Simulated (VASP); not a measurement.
# V (P6/mmm) in VASP: single point with r2SCAN

Aim: the single point of V with r2SCAN.

Everything below comes from runs of VASP 6.6.1. Logs are shortened: lines on timing, memory, paths and dates and some standing lists are left out, and cuts for length are marked.

## 1. The cell of the first run

The structure is hexagonal, space group P6/mmm (No. 191). The conventional cell has a = 4.436 Å, b = 4.436 Å, c = 2.371 Å, α = 90.00°, β = 90.00°, γ = 120.00°. Within 3.1 Å of V (site symmetry 6/mmm) lie 14 V at 2.37 to 2.82 Å. Within 3.1 Å of V (site symmetry -6m2) lie 11 V at 2.37 to 2.82 Å.

This isn't the form of V at room conditions, which is bcc.

## 2. Single point, r2SCAN, collinear spin, ferromagnetic start (13.47 Å³/atom)

The input, POSCAR:

```
V
1.0
    4.4364210453      0.0000000000      0.0000000000
   -2.2182105227      3.8420533272      0.0000000000
    0.0000000000      0.0000000000      2.3705468538
V
3
Direct
    1.0000000000      0.0000000000      0.0000000000
    0.3333333333      0.6666666667      0.5000000000
    0.6666666667      0.3333333333      0.5000000000
```

The input, INCAR.step1:

```
PREC = Accurate ; ENCUT = 520
ISMEAR = -1 ; SIGMA = 0.05
LREAL = False ; LASPH = True
NELM = 150 ; ISPIN = 2
MAGMOM = 1 1 1 ; LMAXMIX = 4
NBANDS = 30 ; GGA = PE
ALGO = Normal ; EDIFF = 1E-4
LWAVE = True ; LCHARG = False
```

The input, INCAR.step2:

```
PREC = Accurate ; ENCUT = 520
EDIFF = 1E-7 ; ISMEAR = -1
SIGMA = 0.05 ; LREAL = False
LASPH = True ; NELM = 150
ALGO = Normal ; ISIF = 2
LWAVE = False ; LCHARG = False
ISPIN = 2 ; MAGMOM = 1 1 1
LORBIT = 11 ; LMAXMIX = 4
METAGGA = R2SCAN ; LMIXTAU = True
NBANDS = 30 ; ISTART = 1
```

The input, KPOINTS:

```
regular mesh
0
Gamma
  11 11 17
```

Potentials or basis: VASP PAW PBE potentials, release 64 (V_sv).

Started as:

```console
$ cat potpaw_PBE.64/V_sv/POTCAR > POTCAR
$ cp INCAR.step1 INCAR
$ mpirun -np 1 vasp_std > vasp.out
$ cp INCAR.step2 INCAR
$ mpirun -np 1 vasp_std > vasp.out
```

OUTCAR:

```text
PREC = Accurate
   ENCUT = 520
   EDIFF = 1E-7
   ISMEAR = -1
   LREAL = False
   LASPH = True
   NELM = 150
   ISIF = 2
   ISPIN = 2
   LORBIT = 11
   METAGGA = R2SCAN
   ISTART = 1

 ion  position               nearest neighbor table
   1  0.000  0.000  0.000-   2 2.82   3 2.82   2 2.82   3 2.82   3 2.82   3 2.82   2 2.82   2 2.82
                             3 2.82   3 2.82   2 2.82   2 2.82
   2  0.333  0.667  0.500-   3 2.56   3 2.56   3 2.56   1 2.82   1 2.82   1 2.82   1 2.82   1 2.82
                             1 2.82
   3  0.667  0.333  0.500-   2 2.56   2 2.56   2 2.56   1 2.82   1 2.82   1 2.82   1 2.82   1 2.82
                             1 2.82

  LATTYP: Found a hexagonal cell.
 ALAT       =     4.4364210453
 C/A-ratio  =     0.5343376631

  Lattice vectors:

 A1 = (   4.4364210453,   0.0000000000,   0.0000000000)
 A2 = (  -2.2182105227,   3.8420533272,   0.0000000000)
 A3 = (   0.0000000000,   0.0000000000,   2.3705468538)

Analysis of symmetry for initial positions (statically):
=====================================================================
 Subroutine PRICEL returns:
 Original cell was already a primitive cell.

 Routine SETGRP: Setting up the symmetry group for a
 hexagonal supercell.

 Subroutine GETGRP returns: Found 24 space group operations
 (whereof 24 operations were pure point group operations)
 out of a pool of 24 trial point group operations.

The static configuration has the point symmetry D_6h.

Analysis of symmetry for dynamics (positions and initial velocities):
=====================================================================
 Subroutine PRICEL returns:
 Original cell was already a primitive cell.

 Routine SETGRP: Setting up the symmetry group for a
 hexagonal supercell.

 Subroutine GETGRP returns: Found 24 space group operations
 (whereof 24 operations were pure point group operations)
 out of a pool of 24 trial point group operations.

The dynamic configuration has the point symmetry D_6h.

Analysis of structural, dynamic, and magnetic symmetry:
=====================================================================
 Subroutine PRICEL returns:
 Original cell was already a primitive cell.

 Routine SETGRP: Setting up the symmetry group for a
 hexagonal supercell.

 Subroutine GETGRP returns: Found 24 space group operations
 (whereof 24 operations were pure point group operations)
 out of a pool of 24 trial point group operations.

The overall configuration has the point symmetry D_6h.

 Subroutine INISYM returns: Found 24 space group operations
 (whereof 24 operations are pure point group operations),
 and found     1 'primitive' translations
[... 123 lines left out ...]
   LHFCALC =     F    Hartree Fock is set to
   AEXX    =    0.0000 exact exchange contribution
   IVDW    =     0    specifies the selected vdW correction
   LEPSILON=     F    determine dielectric tensor
   LRPA    =     F    only Hartree local field effects (RPA)
 spin polarized calculation
  energy-cutoff  :      520.00
  volume of cell :       40.41
 maximum number of plane-waves:      1107
 NGX is ok and might be reduce to    36
   NGX = 17   NGY = 17   NGZ =  9

 number of electron      39.0000003 magnetization      -0.0006454

 number of electron      39.0000003 magnetization       0.0000006

 Free energy of the ion-electron system (eV)
  ---------------------------------------------------
  ext. energy  EPLUGINS =         0.00000000
  ---------------------------------------------------
  free energy    TOTEN  =       -42.06009591 eV

  energy without entropy =      -42.03076903  energy(sigma->0) =      -42.04543247

 E-fermi :   9.8850     XC(G=0): -14.0322

 val. band max:        9.8844404930   @ k =   0.3636   0.0909   0.0588
 cond. band min:       9.8934467896   @ k =   0.1818   0.1818   0.3529
 fundamental gap:      0.0090062967
 Fermi energy:         9.8850025113

 spin component 1

 k-point     1 :       0.0000    0.0000    0.0000
  band No.  band energies     occupation
      1     -56.6845      1.00000
      2     -56.5300      1.00000
      3     -56.4798      1.00000
      4     -29.5397      1.00000
      5     -29.5397      1.00000
      6     -29.4241      1.00000
[... 781 lines left out ...]
     29      14.9995      0.00000
     30      15.2063      0.00000

 [... further k-points ...]

 spin component 2

 k-point     1 :       0.0000    0.0000    0.0000
  band No.  band energies     occupation
      1     -56.6845      1.00000
      2     -56.5300      1.00000
      3     -56.4798      1.00000
      4     -29.5397      1.00000
      5     -29.5397      1.00000
      6     -29.4241      1.00000
[... 781 lines left out ...]
     29      14.9995      0.00000
     30      15.2063      0.00000

 [... further k-points ...]

------------------------ aborting loop because EDIFF is reached ----------------------------------------

  FORCE on cell =-STRESS in cart. coord.  units (eV):
  Direction    XX          YY          ZZ          XY          YZ          ZX
  --------------------------------------------------------------------------------------
  -------------------------------------------------------------------------------------
  Total        0.0822040      0.0822040      0.2918626     -0.0000000      0.0000000     -0.0000000
  in kB        3.2595590      3.2595590     11.5729556     -0.0000000      0.0000000     -0.0000000
  external PRESSURE =       6.0306912 kB  Pullay stress =       0.0000000 kB

 VOLUME and BASIS-vectors are now :
 -----------------------------------------------------------------------------
  energy-cutoff  :      520.00
  volume of cell :       40.41
      direct lattice vectors                 reciprocal lattice vectors
     4.436421045  0.000000000  0.000000000     0.225406919  0.130138745  0.000000000
    -2.218210523  3.842053327  0.000000000     0.000000000  0.260277491  0.000000000
     0.000000000  0.000000000  2.370546854     0.000000000  0.000000000  0.421843592

 POSITION                                       TOTAL-FORCE (eV/Angst)
 -----------------------------------------------------------------------------------
      0.00000      0.00000      0.00000         0.000000      0.000000      0.000000
     -0.00000      2.56137      1.18527        -0.000000     -0.000000     -0.000000
      2.21821      1.28068      1.18527         0.000000      0.000000      0.000000
 -----------------------------------------------------------------------------------
    total drift:                                0.000000      0.000000     -0.000000

  FREE ENERGIE OF THE ION-ELECTRON SYSTEM (eV)
  ---------------------------------------------------
  free  energy   TOTEN  =       -42.0600959059 eV

  energy  without entropy=      -42.0307690288  energy(sigma->0) =      -42.04543247

 total charge

# of ion       s       p       d       tot
------------------------------------------
    1        2.334   6.252   3.030  11.616
    2        2.341   6.229   3.107  11.677
    3        2.341   6.229   3.107  11.677
--------------------------------------------------
tot          7.015  18.710   9.244  34.970

 magnetization (x)

# of ion       s       p       d       tot
------------------------------------------
    1        0.000   0.000   0.000   0.000
    2       -0.000  -0.000  -0.000  -0.000
    3       -0.000  -0.000  -0.000  -0.000
--------------------------------------------------
tot         -0.000   0.000   0.000   0.000
```

Run time: 7.9 min. Hardware: 1 thread of Intel Xeon 6975P-C (Granite Rapids), shared host; peak memory 0.34 GiB.

What came out:

* Free energy: -42.0601 eV
* Pressure: 0.6 GPa
* Net moment: 0.00 μB per cell
* Valence electrons inside the program's atomic spheres: V 11.62, 11.68 (each value once)

Caveat: the moments typed at the start vanished in this run; the PAW data sets were made with another functional, which shifts forces and pressure a little.
